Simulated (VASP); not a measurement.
# YAl3N4: single point with PBE

The system is YAl3N4.

```
Y Al N
1.0
     3.07163   -4.28696    0.00000
     3.07163    4.28696    0.00000
     0.00000    0.00000    3.08278
Y Al N
1 3 4
Cartesian
  0.0000 0.0000 1.5414
  1.5358 2.1435 0.0000
  1.5358 -2.1435 0.0000
  3.0716 0.0000 1.5414
  4.4554 0.0000 0.0000
  1.6879 0.0000 0.0000
  3.0716 -2.0127 1.5414
  3.0716 2.0127 1.5414
```

```yaml
Program: VASP 6.6.1
Task: single point
Functional: PBE
Potentials_or_basis: VASP PAW PBE potentials, release 64 (Y_sv, Al, N)
Cutoff: 520 eV
k_mesh: 6 × 6 × 10
Occupations: gaussian, width 0.02 eV
Spin: no spin polarisation
Dipole_correction: no
Further_INCAR_settings: ALGO = Normal; EDIFF = 1e-07; NBANDS = 30
```

```json
{"Pressure": "-0.3 GPa", "Band gap on the k mesh": "1.76 eV"}
```

Forces in eV/Å, atoms in the order of the input:
```
Y    0.000  0.000  0.000
Al   0.000  0.000  0.000
Al   0.000  0.000  0.000
Al   0.000  0.000  0.000
N    0.002  0.000  0.000
N   -0.002  0.000  0.000
N    0.000 -0.002  0.000
N    0.000  0.002  0.000
```

Levels at points of the mesh, in eV from the valence-band top:
| k point | band 18 | band 19 | band 20 | band 21 | band 22 | band 23 |
| --- | --- | --- | --- | --- | --- | --- |
| (0.00, 0.00, 0.00) | -0.32 | -0.30 | 0.00 | 1.76 | 2.34 | 4.44 |
| (0.50, 0.00, 0.00) | -1.16 | -0.72 | -0.70 | 3.16 | 3.99 | 4.10 |
| (0.50, 0.50, 0.00) | -1.84 | -0.70 | -0.59 | 2.22 | 5.12 | 5.57 |
| (0.00, 0.00, 0.50) | -2.15 | -2.00 | -0.84 | 4.56 | 5.37 | 5.62 |
| (0.50, 0.00, 0.50) | -2.38 | -0.54 | -0.37 | 2.97 | 4.15 | 4.19 |
| (0.50, 0.50, 0.50) | -1.68 | -1.37 | -1.12 | 2.09 | 2.20 | 2.46 |

It took 110 s on 1 thread of Intel(R) Xeon(R) 6975P-C (Granite Rapids), on a shared host, peak memory 0.31 GiB.

A k mesh can miss the band edges.
